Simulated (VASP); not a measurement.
Runs of VASP 6.6.1 on MnAs (rocksalt type). The structure is that of space group Fm-3m (No. 225), or close to it. The cells are those of the table. 

```csv
task,cell,gap on the mesh (eV),pressure (GPa),moment (μB)
single point,"a = 3.591 Å, angles 60.0°, 2 atoms",none,(a),3.54
single point,"a = 3.653 Å, angles 60.0°, 2 atoms",none,0.2,3.68
electric field gradients,"a = 3.653 Å, angles 60.0°, 2 atoms",none,0.2,3.68
single point,"a = 3.622 Å, angles 60.0°, 2 atoms",none,(b),3.62
single point,"a = 3.713 Å, angles 60.0°, 2 atoms",none,-3.2,3.78
```

Alike in all rows: level PBE; potentials or basis VASP PAW PBE potentials, release 64 (Mn_pv, As); spin collinear, ferromagnetic start; k mesh 12 × 12 × 12; cutoff (eV) 520; smearing fermi-dirac 0.08 eV.

Q: Fill in the values left out.

A: (a) 4.3; (b) 2.1.

Caveats: a cell with one magnetic atom can't hold antiferromagnetic order, which such compounds often take; the cell stands under pressure (at least some runs); the cell stands under tension (at least some runs).

A k mesh can miss the band edges, and the runs leave out spin-orbit coupling on As.

A gap of «none» marks levels without a gap at the run's occupations.
